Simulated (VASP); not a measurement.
**Nb: single point with PBE**

Crystal: Nb.

```
Nb
1.0
    -1.62235    1.62235    1.58075
     1.62235   -1.62235    1.58075
     1.62235    1.62235   -1.58075
Nb
1
Direct
  0.00000 0.00000 0.00000
```

This cell differs from its parent crystal: strain -0.025 along x and y, -0.050 along z.

* Program: VASP 6.6.1
* Task: single point
* Functional: PBE
* Potentials or basis: VASP PAW PBE potentials, release 64 (Nb_sv)
* Cutoff: 520 eV
* k mesh: 20 × 20 × 20
* Occupations: gaussian, width 0.15 eV
* Spin: no spin polarisation

* Pressure: 16.7 GPa

Stress tensor (GPa, compression positive):
```
15.59  0.00  0.00
 0.00 15.59  0.00
 0.00  0.00 19.00
```

Levels at points of the mesh, in eV from the Fermi level:
```tsv
k point	band 3	band 4	band 5	band 6	band 7	band 8	band 9	band 10
(0.00, 0.00, 0.00)	-29.40	-29.40	-6.08	0.12	0.44	0.44	3.27	3.72
(0.50, 0.00, 0.00)	-29.94	-29.43	-4.09	-2.03	2.78	3.67	4.48	7.05
(0.50, 0.50, 0.00)	-29.91	-29.39	-4.04	-1.69	2.56	3.31	4.21	6.99
(0.50, 0.50, 0.50)	-30.59	-30.51	-4.25	-4.18	6.12	6.12	6.23	9.57
```

Wall time 2.5 min on 1 thread of Intel(R) Xeon(R) Platinum 8259CL CPU @ 2.50GHz (Skylake/Cascade Lake), with other jobs on the host, peak memory 0.24 GiB.

Caveat: the cell differs from its parent crystal (strain -0.025 along x and y, -0.050 along z).
